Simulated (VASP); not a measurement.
Runs of VASP 6.6.1 on CaC2. The structure is that of space group R-3m (No. 166), or close to it. The cells are those of the table. 

```csv
task,potentials or basis,cell,k mesh,cutoff (eV),smearing,gap on the mesh (eV),pressure (GPa),largest force (eV/Å)
single point,"VASP PAW LDA potentials, release 64 (Ca_sv, C_h)","a = 4.425 Å, angles 50.4°, 3 atoms, atomic positions A",9 × 9 × 9,910,gaussian 0.02 eV,2.52,(b),0.03
single point,"VASP PAW LDA potentials, release 64 (Ca_sv, C)","a = 4.349 Å, angles 50.4°, 3 atoms, atomic positions A",9 × 9 × 9,520,gaussian 0.01 eV,2.40,4.5,0.08
relaxation of cell and atoms,"VASP PAW LDA potentials, release 64 (Ca_sv, C)","relaxed to 4 GPa from a = 4.425 Å, angles 50.4°, 3 atoms, atomic positions A",9 × 9 × 9,600,gaussian 0.01 eV,2.41,4.0,-
single point,"VASP PAW LDA potentials, release 64 (Ca_sv, C_h)","a = 4.547 Å, angles 50.6°, 3 atoms, atomic positions A",6 × 6 × 6,910,gaussian 0.1 eV,(a),-5.1,0.35
```

Alike in all rows: level LDA; no spin polarisation.

Task: Estimate the missing entries.

Result: (a) 2.53; (b) 0.3.

Caveats: an odd mesh through Γ misses points on the zone boundary, where band edges can lie (at least some runs); the cutoff is under 1.25 times the usual one of these potentials, so pressure, stress and relaxed cells hold a basis-set (Pulay) error (at least some runs); the cell stands under pressure (at least some runs); the cell is relaxed towards a set pressure, so the run minimises the enthalpy, not the energy (at least some runs); the cell stands under tension (at least some runs).
